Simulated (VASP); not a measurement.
# GaN (Pm-3m) in VASP: a series of runs, part 2 of 2

VASP 6.6.1. Earlier steps stand in the parts before.

**3. Single point, r2SCAN**

File POSCAR:

```
GaN
1.0
    2.6955547957      0.0000000000      0.0000000000
    0.0000000000      2.6955547957      0.0000000000
    0.0000000000      0.0000000000      2.6955547957
Ga N
1 1
Direct
    0.0000000000      0.0000000000      0.0000000000
    0.5000000000      0.5000000000      0.5000000000
```

File INCAR.step1:

```
  ALGO = Normal
  EDIFF = 1E-5
  ENCUT = 660
  GGA = PE
  GGA_COMPAT = F
  ISMEAR = -1
  LASPH = T
  LCHARG = F
  LREAL = F
  LWAVE = T
  NBANDS = 16
  NELM = 120
  PREC = Accurate
  SIGMA = 0.02
```

File INCAR.step2:

```
  ALGO = Normal
  EDIFF = 1E-6
  ENCUT = 660
  GGA_COMPAT = F
  ISIF = 2
  ISMEAR = -1
  ISTART = 1
  LASPH = T
  LCHARG = T
  LELF = T
  LMIXTAU = T
  LREAL = F
  LVHAR = T
  LWAVE = F
  METAGGA = R2SCAN
  NBANDS = 16
  NELM = 120
  PREC = Accurate
  SIGMA = 0.02
```

File KPOINTS:

```
k-points
0
Gamma
  4 4 4
```

Potentials or basis: VASP PAW PBE potentials, release 64 (Ga_d, N).

Started as:

```bash
> cat potpaw_PBE.64/Ga_d/POTCAR potpaw_PBE.64/N/POTCAR > POTCAR
> cp INCAR.step1 INCAR
> mpirun -np 1 vasp_std > vasp.out
> cp INCAR.step2 INCAR
> mpirun -np 1 vasp_std > vasp.out
```

OUTCAR:

```text
EDIFF = 1E-6
   ENCUT = 660
   ISIF = 2
   ISMEAR = -1
   ISTART = 1
   LASPH = T
   LREAL = F
   METAGGA = R2SCAN
   NELM = 120
   PREC = Accurate

 ion  position               nearest neighbor table
   1  0.000  0.000  0.000-   2 2.33   2 2.33   2 2.33   2 2.33   2 2.33   2 2.33   2 2.33   2 2.33

   2  0.500  0.500  0.500-   1 2.33   1 2.33   1 2.33   1 2.33   1 2.33   1 2.33   1 2.33   1 2.33

  LATTYP: Found a simple cubic cell.
 ALAT       =     2.6955547957

  Lattice vectors:

 A1 = (   2.6955547957,   0.0000000000,   0.0000000000)
 A2 = (   0.0000000000,   2.6955547957,   0.0000000000)
 A3 = (   0.0000000000,   0.0000000000,   2.6955547957)

Analysis of symmetry for initial positions (statically):
=====================================================================
 Subroutine PRICEL returns:
 Original cell was already a primitive cell.

 Routine SETGRP: Setting up the symmetry group for a
 simple cubic supercell.

 Subroutine GETGRP returns: Found 48 space group operations
 (whereof 48 operations were pure point group operations)
 out of a pool of 48 trial point group operations.

[... 146 lines left out ...]

 E-fermi :   8.4524     XC(G=0): -14.1597

 val. band max:        8.2591189834   @ k =   0.5000   0.0000   0.0000
 cond. band min:       8.4591753320   @ k =   0.5000   0.2500   0.0000
 fundamental gap:      0.2000563486
 Fermi energy:         8.4524481900

 k-point     1 :       0.0000    0.0000    0.0000
  band No.  band energies     occupation
      1     -10.2234      2.00000
      2      -7.8469      2.00000
      3      -7.8469      2.00000
      4      -7.2946      2.00000
      5      -7.2946      2.00000
      6      -7.2946      2.00000
[... 167 lines left out ...]
      3      -7.8077      2.00000
      4      -7.1361      2.00000
      5      -7.1361      2.00000
      6      -4.5008      2.00000
[... 8 lines left out ...]
     15      29.5971      0.00000
     16      29.5971      0.00000

------------------------ aborting loop because EDIFF is reached ----------------------------------------

  FORCE on cell =-STRESS in cart. coord.  units (eV):
  Direction    XX          YY          ZZ          XY          YZ          ZX
  --------------------------------------------------------------------------------------
  -------------------------------------------------------------------------------------
  Total        0.1574733      0.1574733      0.1574733     -0.0000000      0.0000000     -0.0000000
  in kB       12.8816935     12.8816935     12.8816935     -0.0000000      0.0000000     -0.0000000
  external PRESSURE =      12.8816935 kB  Pullay stress =       0.0000000 kB

 VOLUME and BASIS-vectors are now :
 -----------------------------------------------------------------------------
  energy-cutoff  :      660.00
  volume of cell :       19.59
      direct lattice vectors                 reciprocal lattice vectors
     2.695554796  0.000000000  0.000000000     0.370981143  0.000000000  0.000000000
     0.000000000  2.695554796  0.000000000     0.000000000  0.370981143  0.000000000
     0.000000000  0.000000000  2.695554796     0.000000000  0.000000000  0.370981143

 POSITION                                       TOTAL-FORCE (eV/Angst)
 -----------------------------------------------------------------------------------
      0.00000      0.00000      0.00000         0.000000      0.000000      0.000000
      1.34778      1.34778      1.34778         0.000000      0.000000      0.000000
 -----------------------------------------------------------------------------------
    total drift:                                0.000000      0.000000     -0.000000

  FREE ENERGIE OF THE ION-ELECTRON SYSTEM (eV)
  ---------------------------------------------------
  free  energy   TOTEN  =       -18.3757142718 eV

  energy  without entropy=      -18.3706173806  energy(sigma->0) =      -18.37316583
```

OUTCAR.step1:

```text
EDIFF = 1E-5
   ENCUT = 660
   GGA = PE
   ISMEAR = -1
   LASPH = T
   LREAL = F
[... 393 lines left out ...]
 -----------------------------------------------------------------------------------
      0.00000      0.00000      0.00000         0.000000      0.000000      0.000000
      1.34778      1.34778      1.34778         0.000000      0.000000      0.000000
 -----------------------------------------------------------------------------------
    total drift:                                0.000000      0.000000     -0.000000

  FREE ENERGIE OF THE ION-ELECTRON SYSTEM (eV)
  ---------------------------------------------------
  free  energy   TOTEN  =        -8.9841309411 eV

  energy  without entropy=       -8.9790318480  energy(sigma->0) =       -8.98158139
```

Wall time 17 s (1 thread of Intel Xeon 8259CL, shared host); peak memory 0.12 GiB.

What came out:

| Item | Value |
| --- | --- |
| Free energy | -18.3757 eV |
| Pressure | 1.3 GPa |
| Band gap on the k mesh | zero (bands 9 and 10 overlap by 1.57 eV) |

Caveat: the k points lie up to 0.58 Å⁻¹ apart, too coarse for converged energies and pressures of a metal; the structure was generated, so it needn't be the stable form of GaN; the PAW data sets were made with another functional, which shifts forces and pressure a little.

**4. Single point, PBE**

File INCAR:

```
SYSTEM = GaN
PREC = Accurate
ENCUT = 600
EDIFF = 1E-6
ISMEAR = -1
SIGMA = 0.02
LREAL = .FALSE.
LASPH = .TRUE.
NELM = 120
ALGO = Normal
ISIF = 2
LWAVE = .FALSE.
LCHARG = .TRUE.
GGA = PE
LELF = .TRUE.
LVHAR = .TRUE.
NBANDS = 16
GGA_COMPAT = .FALSE.
```

File KPOINTS:

```
regular mesh
0
G
  8 8 8
  0 0 0
```

POSCAR is that of step 3.

Started as:

```bash
> cat potpaw_PBE.64/Ga_d/POTCAR potpaw_PBE.64/N/POTCAR > POTCAR
> mpirun -np 1 vasp_std > vasp.out
```

Run time: 8.1 s. Hardware: 1 thread of Intel Xeon 8259CL, shared host; peak memory 0.12 GiB.

Results (log left out):

```yaml
Free_energy: -8.9042 eV
Pressure: 8.9 GPa
Band_gap_on_the_k_mesh: zero (bands 9 and 10 overlap by 1.66 eV)
```

Levels at points of the mesh, in eV from the Fermi level:
```csv
k point,band 6,band 7,band 8,band 9,band 10,band 11,band 12,band 13
"(0.00, 0.00, 0.00)",-14.86,-1.51,-1.42,-1.42,-1.42,10.00,10.00,14.16
"(0.50, 0.00, 0.00)",-14.84,-9.62,0.03,0.03,3.74,5.26,11.02,11.02
"(0.50, 0.50, 0.00)",-12.00,-6.54,-6.54,-2.56,0.42,8.54,8.54,13.88
"(0.50, 0.50, 0.50)",-11.86,-3.18,-3.18,-3.18,1.41,1.41,1.41,3.41
```

Caveat: the cell stands under pressure; the structure was generated, so it needn't be the stable form of GaN.

**5. Single point, r2SCAN**

POSCAR is that of step 4.

File INCAR.step1:

```
PREC = Accurate ; ENCUT = 660
ISMEAR = -1 ; SIGMA = 0.02
LREAL = False ; LASPH = True
NELM = 120 ; NBANDS = 16
GGA = PE ; ALGO = Normal
EDIFF = 1E-5 ; LWAVE = True
LCHARG = False ; GGA_COMPAT = False
```

File INCAR.step2:

```
PREC = Accurate ; ENCUT = 660
EDIFF = 1E-6 ; ISMEAR = -1
SIGMA = 0.02 ; LREAL = False
LASPH = True ; NELM = 120
ALGO = Normal ; ISIF = 2
LWAVE = False ; LCHARG = False
METAGGA = R2SCAN ; LMIXTAU = True
NBANDS = 16 ; ISTART = 1
GGA_COMPAT = False
```

File KPOINTS:

```
Automatic mesh
0
Gamma
  8 8 8
```

Started as:

```bash
> cat potpaw_PBE.64/Ga_d/POTCAR potpaw_PBE.64/N/POTCAR > POTCAR
> cp INCAR.step1 INCAR
> mpirun -np 1 vasp_std > vasp.out
> cp INCAR.step2 INCAR
> mpirun -np 1 vasp_std > vasp.out
```

Wall time 34 s (1 thread of Intel Xeon 8259CL, shared host); peak memory 0.13 GiB.

Results (log left out):

```yaml
Free_energy: -18.2925 eV
Pressure: 0.9 GPa
Band_gap_on_the_k_mesh: zero (bands 9 and 10 overlap by 1.61 eV)
```

Levels at points of the mesh, in eV from the Fermi level:
```
           k point  band 6  band 7  band 8  band 9  band 10  band 11  band 12  band 13
(0.00, 0.00, 0.00)  -15.72   -1.58   -1.58   -1.58    -1.44    10.43    10.43    14.96
(0.50, 0.00, 0.00)  -15.71  -10.02   -0.04   -0.04     4.04     5.70    11.44    11.44
(0.50, 0.50, 0.00)  -12.90   -6.88   -6.88   -2.54     0.38     9.13     9.13    14.59
(0.50, 0.50, 0.50)  -12.79   -3.43   -3.43   -3.43     1.53     1.53     1.53     3.70
```

Caveat: the structure was generated, so it needn't be the stable form of GaN; the PAW data sets were made with another functional, which shifts forces and pressure a little.

**6. Single point, PBE, non-collinear spin, zero start, spin-orbit coupling**

File INCAR:

```
  PREC = Accurate
  ENCUT = 600
  EDIFF = 1E-6
  ISMEAR = -1
  SIGMA = 0.02
  LREAL = False
  LASPH = True
  NELM = 200
  ALGO = Normal
  ISIF = 2
  LWAVE = False
  LCHARG = False
  MAGMOM = 0 0 0 0 0 0
  LORBIT = 11
  LSORBIT = True
  GGA_COMPAT = False
  LORBMOM = True
  GGA = PE
  NBANDS = 30
```

File KPOINTS:

```
Automatic mesh
0
Gamma
  6 6 6
```

POSCAR is that of step 5.

Potentials or basis: VASP PAW PBE potentials, release 64 (Ga_d, N).

Started as:

```bash
> cat potpaw_PBE.64/Ga_d/POTCAR potpaw_PBE.64/N/POTCAR > POTCAR
> mpirun -np 1 vasp_ncl > vasp.out
```

Wall time 27 s (1 thread of Intel Xeon 8259CL, shared host); peak memory 0.18 GiB.

Results (log left out):

| Quantity | Value |
| --- | --- |
| Free energy | -8.8837 eV |
| Pressure | 8.6 GPa |
| Net moment | 0.00 μB per cell |
| Valence electrons inside the program's atomic spheres | Ga 11.52; N 3.58 |

Moments on the atoms (μB; x, y, z):
```
Ga  0.00 0.00 0.00
N   0.00 0.00 0.00
```

Caveat: the k points lie up to 0.39 Å⁻¹ apart; the structure was generated, so it needn't be the stable form of GaN.

**7. Overview**

| level | spin | k mesh | cutoff (eV) | gap on the mesh (eV) | pressure (GPa) |
| --- | --- | --- | --- | --- | --- |
| PBE | off | 4 × 4 × 4 | 600 | none | 7.9 |
| r2SCAN | off | 4 × 4 × 4 | 660 | none | 1.3 |
| PBE | off | 8 × 8 × 8 | 600 | none | 8.9 |
| r2SCAN | off | 8 × 8 × 8 | 660 | none | 0.9 |
| PBE | non-collinear, zero start, SOC | 6 × 6 × 6 | 600 | - | 8.6 |

Alike in all rows: task single point; potentials or basis VASP PAW PBE potentials, release 64 (Ga_d, N); cell as given; smearing fermi-dirac 0.02 eV.

Caveats: some runs use coarse meshes; the structure was generated, so it needn't be the stable form of GaN; the PAW data sets were made with another functional, which shifts forces and pressure a little (at least some runs); the cell stands under pressure (at least some runs).

Total energies depend on the potentials used, so only differences within one code and one set of settings carry meaning.

The gap in the log of VASP goes by the Fermi energy; the results here count the filled bands.